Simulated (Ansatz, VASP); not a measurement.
Be3Te2S: VASP beside Ansatz

INCAR

```
SYSTEM = Be3Te2S
  PREC = Accurate
  ENCUT = 520
  EDIFF = 1E-6
  ISMEAR = 0
  SIGMA = 0.01
  LREAL = .False.
  LASPH = .True.
  NELM = 100
  ALGO = Normal
  ISIF = 2
  LWAVE = .False.
  LCHARG = .False.
  GGA = PE
  NBANDS = 21
```

Contents of KPOINTS:

```
Automatic mesh
0
Gamma
  6 6 6
  0 0 0
```

Contents of POSCAR:

```
Be3Te2S
1.0
   -1.9334213612      5.7918238378      2.7193921762
    1.9334213612     -5.7918238378      2.7193921762
    1.9334213612      5.7918238378     -2.7193921762
S Be Te
1 3 2
Direct
   -0.0001509540     -0.0001509540      0.0000000000
    0.2083419947      0.7083419947      0.5000000000
    0.6223379212      0.7719797434      0.8503581779
    0.9216215655      0.7719797434      0.1496418221
    0.3348696586     -0.0010752637      0.3359449223
    0.6629798139     -0.0010752637      0.6640550777
```

Input for Ansatz:

```yaml
crystal:
  lattice:
    - [-1.9334213612, 5.7918238378, 2.7193921762]
    - [1.9334213612, -5.7918238378, 2.7193921762]
    - [1.9334213612, 5.7918238378, -2.7193921762]
  atoms:
    - { symbol: S, position: [-0.000150954, -0.000150954, 0.0] }
    - { symbol: Be, position: [0.2083419947, 0.7083419947, 0.5] }
    - { symbol: Te, position: [0.3348696586, -0.0010752637, 0.3359449223] }
    - { symbol: Be, position: [0.6223379212, 0.7719797434, 0.8503581779] }
    - { symbol: Te, position: [0.6629798139, -0.0010752637, 0.6640550777] }
    - { symbol: Be, position: [0.9216215655, 0.7719797434, 0.1496418221] }
kpoints:
  mp_grid: { grid: [6, 6, 6] }
hamiltonian:
  xc: pbe
scf:
  occupations: { method: fixed }
  n_extra_bands: 5
output:
  forces: true
  stress: true
  eigenvalues: true
```

Alike in both runs: task single point; functional PBE; k mesh 6 × 6 × 6; no spin polarisation.

|  | VASP | Ansatz |
| --- | --- | --- |
| version | VASP 6.6.1 | Ansatz 0.2.0 |
| potentials or method | VASP PAW PBE potentials, release 64 (S, Be, Te) | plane waves, PAW |
| plane-wave cutoff (eV) | 520 | 420 |
| occupations | gaussian, width 0.01 eV | fixed |
| valence electrons in the cell | 24 | 44 |

|  | VASP | Ansatz | Ansatz less VASP |
| --- | --- | --- | --- |
| gap on the k mesh at the Fermi level (eV) | 1.78 | 1.79 | +0.009 |
| pressure (GPa) | -1.7 | -1.8 | -0.11 |
| rms of the force components (eV/Å) | 0.016 | 0.019 | +0.0027 |

VASP's potentials hold 24 valence electrons a cell and Ansatz's 44, so a difference there can come from the potentials and not from the codes.

Spin-orbit coupling is off throughout.
